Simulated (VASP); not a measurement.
## Sn: single point with PBE

Sn:

```xyz
2
Lattice="-2.9736 2.9736 1.6072 2.9736 -2.9736 1.6072 2.9736 2.9736 -1.6072" Properties=species:S:1:pos:R:3 pbc="T T T"
Sn    0.0000    0.0000    0.0000
Sn    0.0000    2.9736    0.8036
```

| Property | Result |
| --- | --- |
| Program | VASP 6.6.1 |
| Task | single point |
| Functional | PBE |
| Potentials or basis | VASP PAW PBE potentials, release 64 (Sn_d) |
| Cutoff | 520 eV |
| k mesh | 30 × 30 × 30 |
| Occupations | gaussian, width 0.2 eV |
| Spin | no spin polarisation |
| Dipole correction | no |
| Further INCAR settings | ALGO = Fast; EDIFF = 1e-06; NBANDS = 21 |

```json
{
  "Pressure": "-0.1 GPa",
  "Band gap on the k mesh": "zero (bands 14 and 15 overlap by 4.05 eV)"
}
```

Levels at points of the mesh, in eV from the Fermi level:
| k point | band 12 | band 13 | band 14 | band 15 | band 16 | band 17 |
| --- | --- | --- | --- | --- | --- | --- |
| (0.00, 0.00, 0.00) | -3.83 | -1.87 | -1.87 | 3.03 | 5.94 | 5.94 |
| (0.50, 0.00, 0.00) | -5.22 | -2.34 | -1.61 | -1.01 | 2.31 | 2.74 |
| (0.50, 0.50, 0.00) | -8.65 | 0.57 | 0.57 | 1.45 | 1.45 | 5.95 |
| (0.50, 0.50, 0.50) | -7.45 | -4.54 | -4.54 | 5.03 | 5.03 | 8.85 |

It took 17 min on 4 MPI ranks on Oxide Virtual Turin-like Processor, on a shared host, peak memory 1.7 GiB a rank.

Caveat: spin-orbit coupling is left out, which moves the levels of the heavy elements.
